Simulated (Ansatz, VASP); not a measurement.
Hg in VASP and in Ansatz

INCAR

```
SYSTEM = Hg
ALGO = Fast
EDIFF = 1E-6
ENCUT = 520
GGA = PS
ISIF = 2
ISMEAR = 0
IVDW = 12
LASPH = .TRUE.
LCHARG = .TRUE.
LELF = .TRUE.
LREAL = .FALSE.
LVHAR = .TRUE.
LWAVE = .FALSE.
NBANDS = 19
NELM = 80
PREC = Accurate
SIGMA = 0.15
```

Contents of KPOINTS:

```
k-points
0
G
  18 18 10
  0 0 0
```

Contents of POSCAR:

```
Hg
1.0
    3.1750453891      0.0000000000      0.0000000000
   -1.5875226945      2.7496699651      0.0000000000
    0.0000000000      0.0000000000      4.8889348901
Hg
2
Direct
    0.6666666667      0.3333333333      0.7500000000
    0.3333333333      0.6666666667      0.2500000000
```

Input for Ansatz:

```yaml
crystal:
  lattice:
    - [3.1750453891, 0.0, 0.0]
    - [-1.5875226945, 2.7496699651, 0.0]
    - [0.0, 0.0, 4.8889348901]
  atoms:
    - { symbol: Hg, position: [0.6666666667, 0.3333333333, 0.75] }
    - { symbol: Hg, position: [0.3333333333, 0.6666666667, 0.25] }
basis:
  ecutwfc: 420
kpoints:
  mp_grid: { grid: [18, 18, 10] }
hamiltonian:
  xc: pbesol
  dispersion: d3bj
scf:
  occupations: { method: gaussian, width: 0.15 }
output:
  forces: true
  stress: true
  eigenvalues: true
  write_density: true
  write_potential: true
  elf: true
  volumetric_format: npy
```

Alike in both runs: task single point; functional PBEsol; dispersion D3(BJ); k mesh 18 × 18 × 10; occupations gaussian, width 0.15 eV; no spin polarisation.

|  | VASP | Ansatz |
| --- | --- | --- |
| version | VASP 6.6.1 | Ansatz 0.2.0 |
| potentials or method | VASP PAW PBE potentials, release 64 (Hg), cutoff 520 eV | scalar-relativistic, plane waves, PAW |
| valence electrons in the cell | 24 | 40 |

VASP gave:

```
gap on the k mesh at the Fermi level (eV)                     : none
pressure (GPa)                                                : 2.1
traceless stress, the component that is largest in VASP (GPa) : 0.37
```

Task: Estimate Ansatz's values.

Result: gap on the k mesh at the Fermi level (eV): none; pressure (GPa): 1.4; traceless stress, the component that is largest in VASP (GPa): 0.29.

VASP's potentials were made for PBE, not for PBEsol. A gap of «none» marks a metal or a gap that the smearing closes. VASP's potentials hold 24 valence electrons a cell and Ansatz's 40, so a difference there can come from the potentials and not from the codes.

Neither program's run includes spin-orbit coupling.
